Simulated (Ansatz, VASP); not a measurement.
**Sb: VASP beside Ansatz**

```
CELL_PARAMETERS angstrom
3.13885 0.00000 0.00000
0.00000 3.13885 0.00000
0.00000 0.00000 3.13885
ATOMIC_POSITIONS crystal
Sb 0.00000 0.00000 0.00000
```

Alike in both runs: task single point; functional PBEsol; k mesh 12 × 12 × 12; occupations fermi-dirac, width 0.1 eV; no spin polarisation.

|  | VASP | Ansatz |
| --- | --- | --- |
| version | VASP 6.6.1 | Ansatz 0.2.0 |
| potentials or method | VASP PAW PBE potentials, release 64 (Sb), cutoff 520 eV | plane waves (420 eV) with PAW, scalar-relativistic |
| valence electrons in the cell | 5 | 15 |

```csv
,VASP,Ansatz,Ansatz less VASP
pressure (GPa),-3.7,-3.8,-0.05
```

VASP's potentials were made for PBE, not for PBEsol, and Ansatz warns of the same on its side. With one functional, cell and mesh, what is left measures potentials, basis and numerics. VASP's potentials hold 5 valence electrons a cell and Ansatz's 15, so a difference there can come from the potentials and not from the codes.

Neither program's run includes spin-orbit coupling.
